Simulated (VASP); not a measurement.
# AlNi (R3m) in VASP: a series of runs, part 2 of 2

VASP 6.6.1.

## Step 3: Electric field gradients, PBE, collinear spin, ferromagnetic start (atom 2 (Ni) moved by [0.046188, 0.046188, 0.046188] A)

The input, INCAR:

```
ALGO     = Normal         # electronic algorithm
EDIFF    = 1E-8           # SCF threshold, eV
ENCUT    = 520            # plane-wave cutoff, eV
GGA      = PE             # functional
ISIF     = 2              # what is computed and relaxed
ISMEAR   = -1             # smearing method
ISPIN    = 2              # spin polarisation
LASPH    = T              # aspherical terms in the spheres
LCHARG   = F              # write CHGCAR
LEFG     = T            
LMAXMIX  = 4              # l up to which the mixer works
LORBIT   = 11             # projections on sites
LREAL    = F              # projectors in reciprocal space
LWAVE    = F              # write WAVECAR
MAGMOM   = 0 1.5          # initial moments
NBANDS   = 18             # bands
NELM     = 150            # most SCF steps
PREC     = Accurate       # precision mode
SIGMA    = 0.03           # smearing width, eV
```

The input, KPOINTS:

```
k-points
0
Gamma
  14 14 14
```

The input, POSCAR:

```
AlNi
1.0
    2.8810000000      0.0000000000      0.0000000000
    0.0000000000      2.8810000000      0.0000000000
    0.0000000000      0.0000000000      2.8810000000
Al Ni
1 1
Direct
    0.0000000000      0.0000000000      0.0000000000
    0.5160319334      0.5160319334      0.5160319334
```

Potentials or basis: VASP PAW PBE potentials, release 64 (Al, Ni).

Launch:

```
$ cat potpaw_PBE.64/Al/POTCAR potpaw_PBE.64/Ni/POTCAR > POTCAR
$ mpirun -np 1 vasp_std > vasp.out
```

OUTCAR:

```text
EDIFF = 1E-8
   ENCUT = 520
   GGA = PE
   ISIF = 2
   ISMEAR = -1
   ISPIN = 2
   LASPH = T
   LORBIT = 11
   LREAL = F
   NELM = 150
   PREC = Accurate

 ion  position               nearest neighbor table
   1  0.000  0.000  0.000-   2 2.42   2 2.47   2 2.47   2 2.47   2 2.52   2 2.52   2 2.52   2 2.58

   2  0.516  0.516  0.516-   1 2.42   1 2.47   1 2.47   1 2.47   1 2.52   1 2.52   1 2.52   1 2.58

  LATTYP: Found a simple cubic cell.
 ALAT       =     2.8810000000

  Lattice vectors:

 A1 = (   2.8810000000,   0.0000000000,   0.0000000000)
 A2 = (   0.0000000000,   2.8810000000,   0.0000000000)
 A3 = (   0.0000000000,   0.0000000000,   2.8810000000)

Analysis of symmetry for initial positions (statically):
=====================================================================
 Subroutine PRICEL returns:
 Original cell was already a primitive cell.

 Routine SETGRP: Setting up the symmetry group for a
 simple cubic supercell.

 Subroutine GETGRP returns: Found  6 space group operations
 (whereof  6 operations were pure point group operations)
 out of a pool of 48 trial point group operations.

The static configuration has the point symmetry C_3v.

Analysis of symmetry for dynamics (positions and initial velocities):
=====================================================================
 Subroutine PRICEL returns:
 Original cell was already a primitive cell.

 Routine SETGRP: Setting up the symmetry group for a
[... 1189 lines left out ...]
     18      34.3975      0.00000

 [... further k-points ...]
[... 5 lines left out ...]
  --------------------------------------------------------------------------------------
  -------------------------------------------------------------------------------------
  Total        0.3748623      0.3748623      0.3748623      0.0465869      0.0465869      0.0465869
  in kB       25.1161198     25.1161198     25.1161198      3.1213681      3.1213681      3.1213681
  external PRESSURE =      25.1161198 kB  Pullay stress =       0.0000000 kB

 VOLUME and BASIS-vectors are now :
 -----------------------------------------------------------------------------
  energy-cutoff  :      520.00
  volume of cell :       23.91
      direct lattice vectors                 reciprocal lattice vectors
     2.881000000  0.000000000  0.000000000     0.347101701  0.000000000  0.000000000
     0.000000000  2.881000000  0.000000000     0.000000000  0.347101701  0.000000000
     0.000000000  0.000000000  2.881000000     0.000000000  0.000000000  0.347101701

 POSITION                                       TOTAL-FORCE (eV/Angst)
 -----------------------------------------------------------------------------------
      0.00000      0.00000      0.00000         0.280127      0.280127      0.280127
      1.48669      1.48669      1.48669        -0.280127     -0.280127     -0.280127
 -----------------------------------------------------------------------------------
    total drift:                                0.000257      0.000257      0.000242

  FREE ENERGIE OF THE ION-ELECTRON SYSTEM (eV)
  ---------------------------------------------------
  free  energy   TOTEN  =       -10.5172096277 eV

  energy  without entropy=      -10.5140201957  energy(sigma->0) =      -10.51561491

 Electric field gradients (V/A^2)
---------------------------------------------------------------------
 ion       V_xx      V_yy      V_zz      V_xy      V_xz      V_yz
---------------------------------------------------------------------
   1       0.000     0.000     0.000    -0.111    -0.111    -0.111
   2      -0.000    -0.000    -0.000    -0.136    -0.136    -0.136
---------------------------------------------------------------------

 Electric field gradients after diagonalization (V/A^2)
 (convention: |V_zz| > |V_xx| > |V_yy|)
----------------------------------------------------------------------
 ion       V_xx      V_yy      V_zz     asymmetry (V_yy - V_xx)/ V_zz
----------------------------------------------------------------------
   1       0.111     0.111    -0.221       0.000
   2       0.136     0.136    -0.271       0.000
----------------------------------------------------------------------

           NMR quadrupolar parameters

 Cq : quadrupolar parameter    Cq=e*Q*V_zz/h
 eta: asymmetry parameters     (V_yy - V_xx)/ V_zz
 Q  : nuclear electric quadrupole moment in mb (millibarn)
----------------------------------------------------------------------
 ion       Cq(MHz)       eta       Q (mb)
----------------------------------------------------------------------
   1      -0.001       0.000       1.000
   2      -0.001       0.000       1.000
----------------------------------------------------------------------

 total charge

# of ion       s       p       d       tot
------------------------------------------
    1        0.385   0.414   0.000   0.800
    2        0.477   0.516   8.476   9.469
--------------------------------------------------
tot          0.862   0.930   8.476  10.268

 magnetization (x)

# of ion       s       p       d       tot
------------------------------------------
    1        0.000   0.000   0.000   0.000
    2       -0.000  -0.000  -0.000  -0.000
--------------------------------------------------
tot          0.000  -0.000  -0.000  -0.000
```

OSZICAR:

```text
N       E                     dE             d eps       ncg     rms          rms(c)
DAV:   1     0.463247729204E+02    0.46325E+02   -0.50336E+03 21210   0.761E+02
DAV:   2    -0.914885994506E+01   -0.55474E+02   -0.48741E+02 22560   0.164E+02
DAV:   3    -0.117802798511E+02   -0.26314E+01   -0.25815E+01 24764   0.367E+01
DAV:   4    -0.118145513601E+02   -0.34272E-01   -0.34237E-01 24182   0.371E+00
DAV:   5    -0.118153085514E+02   -0.75719E-03   -0.75713E-03 24346   0.600E-01    0.131E+01
DAV:   6    -0.142105425856E+02   -0.23952E+01   -0.42883E+01 23446   0.777E+01    0.173E+01
DAV:   7    -0.105413850125E+02    0.36692E+01   -0.13066E+01 23632   0.456E+01    0.176E+00
DAV:   8    -0.105295549325E+02    0.11830E-01   -0.35784E-01 27222   0.571E+00    0.110E+00
DAV:   9    -0.105169325042E+02    0.12622E-01   -0.43814E-02 24976   0.189E+00    0.606E-01
DAV:  10    -0.105171294807E+02   -0.19698E-03   -0.10871E-03 27524   0.305E-01    0.210E-01
DAV:  11    -0.105171692475E+02   -0.39767E-04   -0.19694E-03 27474   0.383E-01    0.744E-02
DAV:  12    -0.105172114041E+02   -0.42157E-04   -0.12959E-04 27080   0.104E-01    0.330E-02
DAV:  13    -0.105172111752E+02    0.22886E-06   -0.89806E-06 27082   0.258E-02    0.199E-02
DAV:  14    -0.105172097905E+02    0.13847E-05   -0.18019E-06 26218   0.140E-02    0.467E-03
DAV:  15    -0.105172096792E+02    0.11138E-06   -0.11496E-07 26578   0.311E-03    0.275E-03
DAV:  16    -0.105172096293E+02    0.49829E-07   -0.19145E-08 13486   0.144E-03    0.676E-04
DAV:  17    -0.105172096277E+02    0.16696E-08   -0.39890E-09 11234   0.668E-04
   1 F= -.10517210E+02 E0= -.10515615E+02  d E =-.318943E-02  mag=    -0.0000
```

It took 78 s on 1 thread of Intel Xeon 6975P-C (Granite Rapids), shared host; peak memory 0.3 GiB.

Results:

```yaml
Free_energy: -10.5172 eV
Pressure: 2.5 GPa
Largest_force: 0.485 eV/Å
Net_moment: 0.00 μB per cell
Largest_electric_field_gradient_by_atom: Al -0.22; Ni -0.27 V/Å²
Valence_electrons_inside_the_program's_atomic_spheres: Al 0.80; Ni 9.47
```

Forces in eV/Å, atoms in the order of the input:
```
Al   0.280  0.280  0.280
Ni  -0.280 -0.280 -0.280
```

Stress tensor (GPa, compression positive):
```
2.51 0.31 0.31
0.31 2.51 0.31
0.31 0.31 2.51
```

Caveat: the cell differs from its parent crystal (atom 2 (Ni) moved by [0.046188, 0.046188, 0.046188] A); the moments typed at the start vanished in this run; without QUAD_EFG the Cq values of the log hold for a quadrupole moment of 1 mb, not for the nuclei.
